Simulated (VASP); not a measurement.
Here is a VASP 6.6.1 calculation.

INCAR

```
SYSTEM = Tc
PREC = Accurate
ENCUT = 520
EDIFF = 1E-6
ISMEAR = -1
SIGMA = 0.13605693000000002
LREAL = .False.
LASPH = .True.
NELM = 60
ALGO = Normal
ISIF = 2
LWAVE = .False.
LCHARG = .False.
NBANDS = 20
```

Contents of KPOINTS:

```
Automatic mesh
0
Gamma
  8 8 8
  0 0 0
```

Contents of POSCAR:

```
Tc
1.0
    0.0000000000      2.7219968036      2.7219968036
    2.7219968036      0.0000000000      2.7219968036
    2.7219968036      2.7219968036      0.0000000000
Tc
2
Direct
    0.0000000000      0.0000000000      0.0000000000
    0.2500000000      0.2500000000      0.2500000000
```

Potentials or basis: VASP PAW LDA potentials, release 64 (Tc_pv).

Command:

```console
$ cat potpaw_LDA.64/Tc_pv/POTCAR > POTCAR
$ mpirun -np 1 vasp_std > vasp.out
```

(1) What does it give for the band gap on the k mesh?

(2) What does it give for the pressure?

## Answers

(1) zero (bands 13 and 14 overlap by 1.00 eV).

(2) 0.0 GPa.
